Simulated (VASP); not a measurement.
Input of a VASP 6.6.1 run:

Contents of INCAR:

```
ALGO = Normal
EDIFF = 1E-6
ENCUT = 520
GGA = PE
ISIF = 2
ISMEAR = 0
ISPIN = 2
LASPH = True
LCHARG = False
LMAXMIX = 4
LORBIT = 11
LREAL = False
LWAVE = False
MAGMOM = 0 0 1 0 0 0
NBANDS = 40
NELM = 150
PREC = Accurate
SIGMA = 0.1
```

The input KPOINTS:

```
k-points
0
Gamma
  6 6 2
```

The input POSCAR:

```
Ga2PdS3
1.0
    5.0505603388      0.0000000000      0.0000000000
   -2.5252801694      4.3739135568      0.0000000000
    0.0000000000      0.0000000000      8.0331686486
Ga Pd S
2 1 3
Direct
    0.0000000000      0.0000000000      0.7974582608
    0.0000000000      0.0000000000      0.2025417392
    0.0000000000      0.0000000000      0.5000000000
    0.5000000000      0.0000000000      0.0000000000
    0.0000000000      0.5000000000      0.0000000000
    0.5000000000      0.5000000000      0.0000000000
```

Potentials or basis: VASP PAW PBE potentials, release 64 (Ga_d, Pd, S).

Command:

```sh
$ cat potpaw_PBE.64/Ga_d/POTCAR potpaw_PBE.64/Pd/POTCAR potpaw_PBE.64/S/POTCAR > POTCAR
$ mpirun -np 1 vasp_std > vasp.out
```

Estimate the band gap on the k mesh.

zero (filled and empty bands overlap).

Estimate the largest force.

0.051 eV/Å.

Forces in eV/Å, atoms in the order of the input:
```
Ga   0.000  0.000  0.051
Ga   0.000  0.000 -0.051
Pd   0.000  0.000  0.000
S    0.000  0.000  0.000
S    0.000  0.000  0.000
S    0.000  0.000  0.000
```

Caveat: the k points lie up to 0.39 Å⁻¹ apart, too coarse for converged energies and pressures of a metal.
